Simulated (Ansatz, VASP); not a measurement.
Two plane-wave programs on ZnAu

```
Zn Au
1.0
     3.17301    0.00000    0.00000
     0.00000    3.17301    0.00000
     0.00000    0.00000    3.17301
Zn Au
1 1
Direct
  0.50000 0.50000 0.50000
  0.00000 0.00000 0.00000
```

Change from the starting cell: volume scaled by 1.025, PAW files.

Alike in both runs: task electric field gradients; functional PBE; k mesh 12 × 12 × 12; occupations fermi-dirac, width 0.05 eV; no spin polarisation.

```csv
,VASP,Ansatz
version,VASP 6.6.1,Ansatz 0.2.0
potentials or method,"VASP PAW PBE potentials, release 64 (Zn, Au)","PAW with Ansatz's default frozen-core files, scalar-relativistic"
plane-wave cutoff (eV),520,420
valence electrons in the cell,23,31
```

```csv
,VASP,Ansatz,Ansatz less VASP
pressure (GPa),1.7,1.5,-0.13
```

VASP's potentials hold 23 valence electrons a cell and Ansatz's 31, so a difference there can come from the potentials and not from the codes.

Neither program's run includes spin-orbit coupling.
